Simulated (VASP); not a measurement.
# C (I4_1/amd) in VASP: a series of runs, part 2 of 2

VASP 6.6.1.

### 5 Single point, PBEsol

This run uses another cell than the first one, of 5.73 Å³/atom, 1.052 times its volume.

Input file INCAR:

```
SYSTEM = C
PREC = Accurate
ENCUT = 600
EDIFF = 1E-6
ISMEAR = -1
SIGMA = 0.05
LREAL = .False.
LASPH = .True.
NELM = 120
ALGO = Normal
ISIF = 2
LWAVE = .False.
LCHARG = .False.
GGA = PS
NBANDS = 11
GGA_COMPAT = .False.
```

Input file KPOINTS:

```
Automatic mesh
0
Gamma
  11 11 11
  0 0 0
```

Input file POSCAR:

```
C
1.0
    0.0000000000      1.7833700000      1.8012037000
    1.7833700000      0.0000000000      1.8012037000
    1.7833700000      1.7833700000      0.0000000000
C
2
Direct
    0.7500000000      0.7500000000      0.7500000000
    0.5000000000      0.5000000000      0.5000000000
```

Potentials or basis: VASP PAW PBE potentials, release 64 (C).

Launch:

```bash
$ cat potpaw_PBE.64/C/POTCAR > POTCAR
$ mpirun -np 1 vasp_std > vasp.out
```

OUTCAR:

```text
SYSTEM = C
   PREC = Accurate
   ENCUT = 600
   EDIFF = 1E-6
   ISMEAR = -1
   LREAL = .False.
   LASPH = .True.
   NELM = 120
   ISIF = 2
   GGA = PS

 ion  position               nearest neighbor table
   1  0.750  0.750  0.750-   2 1.55   2 1.55   2 1.55   2 1.55
   2  0.500  0.500  0.500-   1 1.55   1 1.55   1 1.55   1 1.55

  LATTYP: Found a body centered tetragonal cell.
 ALAT       =     2.5220660407
 C/A-ratio  =     1.4283556980

  Lattice vectors:

 A1 = (  -1.7833700000,   0.0000000000,   1.8012037000)
 A2 = (   1.7833700000,   0.0000000000,   1.8012037000)
 A3 = (   0.0000000000,   1.7833700000,  -1.8012037000)

Analysis of symmetry for initial positions (statically):
=====================================================================
 Subroutine PRICEL returns:
 Original cell was already a primitive cell.

 Routine SETGRP: Setting up the symmetry group for a
 body centered tetragonal supercell.

 Subroutine GETGRP returns: Found 16 space group operations
 (whereof  8 operations were pure point group operations)
 out of a pool of 16 trial point group operations.

The static configuration has the point symmetry D_2d.
 The point group associated with its full space group is D_4h.

Analysis of symmetry for dynamics (positions and initial velocities):
=====================================================================
 Subroutine PRICEL returns:
 Original cell was already a primitive cell.

 Routine SETGRP: Setting up the symmetry group for a
 body centered tetragonal supercell.

 Subroutine GETGRP returns: Found 16 space group operations
 (whereof  8 operations were pure point group operations)
 out of a pool of 16 trial point group operations.

The dynamic configuration has the point symmetry D_2d.
 The point group associated with its full space group is D_4h.

 Subroutine INISYM returns: Found 16 space group operations
 (whereof  8 operations are pure point group operations),
 and found     1 'primitive' translations

----------------------------------------------------------------------------------------

                                     Primitive cell

  volume of cell :      11.4571

  direct lattice vectors                    reciprocal lattice vectors
     0.000000000  1.783370000  1.801203700    -0.280368067  0.280368067  0.277592146
     1.783370000  0.000000000  1.801203700     0.280368067 -0.280368067  0.277592146
     1.783370000  1.783370000  0.000000000     0.280368067  0.280368067 -0.277592146

  length of vectors
     2.534707740  2.534707740  2.522066041     0.484014365  0.484014365  0.484014365

  position of ions in fractional coordinates (direct lattice)
     0.750000000  0.750000000  0.750000000
     0.500000000  0.500000000  0.500000000

  ion indices of the primitive-cell ions
   primitive index   ion index
                 1           1
                 2           2

----------------------------------------------------------------------------------------

 KPOINTS: Automatic mesh

Automatic generation of k-mesh.
 Grid dimensions read from file:
 generate k-points for:   11   11   11

 Generating k-lattice:

  Cartesian coordinates                     Fractional coordinates (reciprocal lattice)
    -0.025488006  0.025488006  0.025235650     0.090909091  0.000000000  0.000000000
     0.025488006 -0.025488006  0.025235650     0.000000000  0.090909091  0.000000000
     0.025488006  0.025488006 -0.025235650     0.000000000  0.000000000  0.090909091

  Length of vectors
     0.044001306  0.044001306  0.044001306

  Shift w.r.t. Gamma in fractional coordinates (k-lattice)
     0.000000000  0.000000000  0.000000000

 Subroutine IBZKPT returns following result:
 ===========================================

 Found    126 irreducible k-points:

 Following reciprocal coordinates:
            Coordinates               Weight
  0.000000  0.000000  0.000000      1.000000
  0.090909  0.000000  0.000000      8.000000
  0.181818 -0.000000  0.000000      8.000000
  0.272727  0.000000  0.000000      8.000000
  0.363636 -0.000000  0.000000      8.000000
  0.454545 -0.000000  0.000000      8.000000
[... 16 lines left out ...]
 -0.272727  0.181818  0.000000      8.000000
 -0.181818  0.181818  0.000000      4.000000
 [... further k-points ...]
   k-points           NKPTS =    126   k-points in BZ     NKDIM =    126   number of bands    NBANDS=     11
   number of dos      NEDOS =    301   number of ions     NIONS =      2
   total plane-waves  NPLWV =   8000
   dimension x,y,z NGX =    20 NGY =   20 NGZ =   20
   dimension x,y,z NGXF=    40 NGYF=   40 NGZF=   40
   ions per type =               2
   NGX,Y,Z   is equivalent  to a cutoff of  13.12, 13.12, 13.18 a.u.
   NGXF,Y,Z  is equivalent  to a cutoff of  26.24, 26.24, 26.37 a.u.
 SYSTEM =  C
   PREC   = accura    normal or accurate (medium, high low for compatibility)
   ISTART =      0    job   : 0-new  1-cont  2-samecut
   ICHARG =      2    charge: 1-file 2-atom 10-const
   ISPIN  =      1    spin polarized calculation?
   LNONCOLLINEAR =      F non collinear calculations
   LSORBIT =      F    spin-orbit coupling
   LASPH  =      T    aspherical Exc in radial PAW
   ENCUT  =  600.0 eV  44.10 Ry    6.64 a.u.   5.06  5.06  5.04*2*pi/ulx,y,z
   NELM   =    120;   NELMIN=  2; NELMDL= -5     # of ELM steps
   EDIFF  = 0.1E-05   stopping-criterion for ELM
   LREAL  =      F    real-space projection
   EDIFFG = 0.1E-04   stopping-criterion for IOM
   NSW    =      0    number of steps for IOM
   IBRION =     -1    ionic relax: 0-MD 1-quasi-New 2-CG
   NFREE  =      0    steps in history (QN), initial steepest desc. (CG)
   ISIF   =      2    stress and relaxation
   ISYM   =      2    0-nonsym 1-usesym 2-fastsym
   POTIM  = 0.5000    time-step for ionic-motion
   TEBEG  =    0.0;   TEEND  =   0.0 temperature during run
   PSTRESS=    0.0 pullay stress
   NELECT =       8.0000    total number of electrons
   NUPDOWN=      -1.0000    fix difference up-down
   EMIN   =  10.00;   EMAX   =-10.00  energy-range for DOS
   EFERMI =   0.00;   METHOD = LEGACY
   ISMEAR =    -1;   SIGMA  =   0.05  broadening in eV -4-tet -1-fermi 0-gaus
   EFERMI_NEDOS =   21; number of points for ismear=-14 and -15
   IALGO  =     38    algorithm
   IMIX   =      4    mixing-type and parameters
     AMIX     =   0.40;   BMIX     =  1.00
     AMIX_MAG =   1.60;   BMIX_MAG =  1.00
  volume/ion in A,a.u.               =       5.73        38.66
  Fermi-wavevector in a.u.,A,eV,Ry     =   1.452378  2.744596 28.700144  2.109401
  Thomas-Fermi vector in A             =   2.569767
   LORBIT       =      0    0 simple, 1 ext, 2 COOP (PROOUT), +10 PAW based schemes
   GGA     = PS    functional components
   LHFCALC =     F    Hartree Fock is set to
   AEXX    =    0.0000 exact exchange contribution
   IVDW    =     0    specifies the selected vdW correction
   LEPSILON=     F    determine dielectric tensor
   LRPA    =     F    only Hartree local field effects (RPA)
 non-spin polarized calculation
  energy-cutoff  :      600.00
  volume of cell :       11.46
 maximum number of plane-waves:       391
   NGX = 11   NGY = 11   NGZ =  9

 number of electron       7.9999999 magnetization

 Free energy of the ion-electron system (eV)
  ---------------------------------------------------
  ext. energy  EPLUGINS =         0.00000000
  ---------------------------------------------------
  free energy    TOTEN  =       -19.24685915 eV

  energy without entropy =      -19.24685915  energy(sigma->0) =      -19.24685915

 E-fermi :  10.6542     XC(G=0): -13.3839

 val. band max:        9.6150324886   @ k =   0.0000   0.0000   0.0000
 cond. band min:      13.4692380298   @ k =   0.3636   0.0000   0.3636
 fundamental gap:      3.8542055412
 Fermi energy:        10.6542060884

 k-point     1 :       0.0000    0.0000    0.0000
  band No.  band energies     occupation
      1     -11.8232      2.00000
      2       9.4642      2.00000
      3       9.6150      2.00000
      4       9.6150      2.00000
      5      15.0376      0.00000
      6      15.0376      0.00000
      7      15.1585      0.00000
      8      22.7053      0.00000
      9      28.3963      0.00000
     10      35.6475      0.00000
     11      36.1846      0.00000
[... 309 lines left out ...]
 k-point    24 :      -0.1818    0.1818    0.0000
  band No.  band energies     occupation
      1      -9.4079      2.00000
      2       3.2708      2.00000
      3       4.1302      2.00000
      4       8.0194      2.00000
      5      17.4416      0.00000
      6      18.2493      0.00000
      7      19.1517      0.00000
      8      22.9868      0.00000
      9      29.4186      0.00000
     10      30.3121      0.00000
     11      33.0031      0.00000

 [... further k-points ...]
[... 5 lines left out ...]
  --------------------------------------------------------------------------------------
  -------------------------------------------------------------------------------------
  Total       -0.4008776     -0.4008776     -1.0552376      0.0000000      0.0000000      0.0000000
  in kB      -56.0591683    -56.0591683   -147.5655866      0.0000000      0.0000000      0.0000000
  external PRESSURE =     -86.5613078 kB  Pullay stress =       0.0000000 kB

 VOLUME and BASIS-vectors are now :
 -----------------------------------------------------------------------------
  energy-cutoff  :      600.00
  volume of cell :       11.46
      direct lattice vectors                 reciprocal lattice vectors
     0.000000000  1.783370000  1.801203700    -0.280368067  0.280368067  0.277592146
     1.783370000  0.000000000  1.801203700     0.280368067 -0.280368067  0.277592146
     1.783370000  1.783370000  0.000000000     0.280368067  0.280368067 -0.277592146

 POSITION                                       TOTAL-FORCE (eV/Angst)
 -----------------------------------------------------------------------------------
      2.67505      2.67505      2.70181        -0.000000     -0.000000      0.000000
      1.78337      1.78337      1.80120         0.000000      0.000000      0.000000
 -----------------------------------------------------------------------------------
    total drift:                                0.000000     -0.000000      0.000000

  FREE ENERGIE OF THE ION-ELECTRON SYSTEM (eV)
  ---------------------------------------------------
  free  energy   TOTEN  =       -19.2468591497 eV

  energy  without entropy=      -19.2468591497  energy(sigma->0) =      -19.24685915
```

stdout:

```text
POSCAR found type information on POSCAR C
 POSCAR found :  1 types and       2 ions
 scaLAPACK will be used
 -----------------------------------------------------------------------------
|                                                                             |
|                                                                             |
|     You enforced a specific xc type in the INCAR file but a different       |
|     I HOPE YOU KNOW WHAT YOU ARE DOING!                                     |
|                                                                             |
 -----------------------------------------------------------------------------

 LDA part: xc-table for (Slater+PW92), standard interpolation
 POSCAR, INCAR and KPOINTS ok, starting setup
 FFT: planning ... GRIDC
 FFT: planning ... GRID_SOFT
 FFT: planning ... GRID
 WAVECAR not read
 entering main loop
```

Wall time 11 s (1 thread of Intel Xeon Platinum 8259CL at 2.50GHz (Skylake/Cascade Lake), shared host); peak memory 0.13 GiB.

Results:

| Property | Result |
| --- | --- |
| Free energy | -19.2469 eV |
| Pressure | -8.7 GPa |
| Band gap on the k mesh | 3.85 eV, indirect (least direct gap 5.42 eV) |

Caveat: the PAW data sets were made with another functional, which shifts forces and pressure a little. As with any semilocal functional, this PBEsol gap is likely too small.

### 6 Single point, PBEsol

This run uses another cell than the first one, of 5.79 Å³/atom, 1.062 times its volume.

Input file INCAR:

```
ALGO = Normal
EDIFF = 1E-6
ENCUT = 600
GGA = PS
GGA_COMPAT = False
ISIF = 2
ISMEAR = -1
LASPH = True
LCHARG = False
LREAL = False
LWAVE = False
NBANDS = 11
NELM = 120
PREC = Accurate
SIGMA = 0.05
```

Input file KPOINTS:

```
k-points
0
Gamma
  11 11 11
```

Input file POSCAR:

```
C
1.0
    0.0000000000      1.7833700000      1.8190374000
    1.7833700000      0.0000000000      1.8190374000
    1.7833700000      1.7833700000      0.0000000000
C
2
Direct
    0.7500000000      0.7500000000      0.7500000000
    0.5000000000      0.5000000000      0.5000000000
```

Potentials or basis: VASP PAW PBE potentials, release 64 (C).

Launch:

```bash
$ cat potpaw_PBE.64/C/POTCAR > POTCAR
$ mpirun -np 1 vasp_std > vasp.out
```

Run time: 11 s. Hardware: 1 thread of Intel Xeon Platinum 8259CL at 2.50GHz (Skylake/Cascade Lake), shared host; peak memory 0.13 GiB.

The run converged. Its results:

- Free energy: -19.2333 eV
- Pressure: -12.7 GPa
- Band gap on the k mesh: 3.71 eV, indirect (least direct gap 5.31 eV)

Stress tensor (GPa, compression positive):
```
 -6.64   0.00   0.00
  0.00  -6.64   0.00
  0.00   0.00 -24.84
```

Levels at points of the mesh, in eV from the valence-band top:
| k point | band 2 | band 3 | band 4 | band 5 | band 6 | band 7 |
| --- | --- | --- | --- | --- | --- | --- |
| (0.00, 0.00, 0.00) | -0.30 | 0.00 | 0.00 | 5.31 | 5.31 | 5.55 |

Caveat: the PAW data sets were made with another functional, which shifts forces and pressure a little. A k mesh can miss the band edges.

### 7 The runs side by side

| cell | gap on the mesh (eV) | pressure (GPa) |
| --- | --- | --- |
| a = 2.472, b = 2.472, c = 2.522 Å, angles 59.3, 59.3, 61.3°, 2 atoms | 3.04 | 14.8 |
| a = 2.497, b = 2.497, c = 2.522 Å, angles 59.7, 59.7, 60.7°, 2 atoms | 3.53 | 4.7 |
| a = 2.509, b = 2.509, c = 2.522 Å, angles 59.8, 59.8, 60.3°, 2 atoms | 3.77 | 0.1 |
| a = 2.535, b = 2.535, c = 2.522 Å, angles 60.2, 60.2, 59.7°, 2 atoms | 3.85 | -8.7 |
| a = 2.547, b = 2.547, c = 2.522 Å, angles 60.3, 60.3, 59.3°, 2 atoms | 3.71 | -12.7 |

Alike in all rows: task single point; level PBEsol; potentials or basis VASP PAW PBE potentials, release 64 (C); no spin polarisation; k mesh 11 × 11 × 11; cutoff (eV) 600; smearing fermi-dirac 0.05 eV.

Caveats: the PAW data sets were made with another functional, which shifts forces and pressure a little.

Total energies depend on the potentials used, so only differences within one code and one set of settings carry meaning.
